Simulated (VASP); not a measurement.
Input of a VASP 6.6.1 run:

The input INCAR:

```
SYSTEM = KBr
PREC     = Accurate       ! precision mode
ENCUT    = 520            ! plane-wave cutoff, eV
EDIFF    = 1E-6           ! SCF threshold, eV
ISMEAR   = 0              ! smearing method
SIGMA    = 0.05           ! smearing width, eV
LREAL    = .FALSE.        ! projectors in reciprocal space
LASPH    = .TRUE.         ! aspherical terms in the spheres
NELM     = 80             ! most SCF steps
ALGO     = Normal         ! electronic algorithm
ISIF     = 2              ! what is computed and relaxed
LWAVE    = .FALSE.        ! write WAVECAR
LCHARG   = .FALSE.        ! write CHGCAR
GGA      = PS             ! functional
NBANDS   = 15             ! bands
```

File KPOINTS:

```
regular mesh
0
G
  6 6 6
  0 0 0
```

Contents of POSCAR:

```
KBr
1.0
    4.0434990000      0.0000000000      0.0000000000
    0.0000000000      4.0434990000     -0.0404349900
    0.0000000000     -0.0404349900      4.0434990000
K Br
1 1
Direct
    0.0000000000      0.0000000000      0.0000000000
    0.5000000000      0.5000000000      0.5000000000
```

Potentials or basis: VASP PAW PBE potentials, release 64 (K_sv, Br).

Run with:

```console
$ cat potpaw_PBE.64/K_sv/POTCAR potpaw_PBE.64/Br/POTCAR > POTCAR
$ mpirun -np 1 vasp_std > vasp.out
```

(1) What does it give for the band gap on the k mesh?

(2) What does it give for the pressure?

## Answers

(1) 3.71 eV (least direct gap 3.96 eV).

(2) -1.2 GPa.

Caveat: the cell differs from its parent crystal (strain -0.0200 x Voigt [0, 0, 0, 1, 0, 0]); the PAW data sets were made with another functional, which shifts forces and pressure a little.
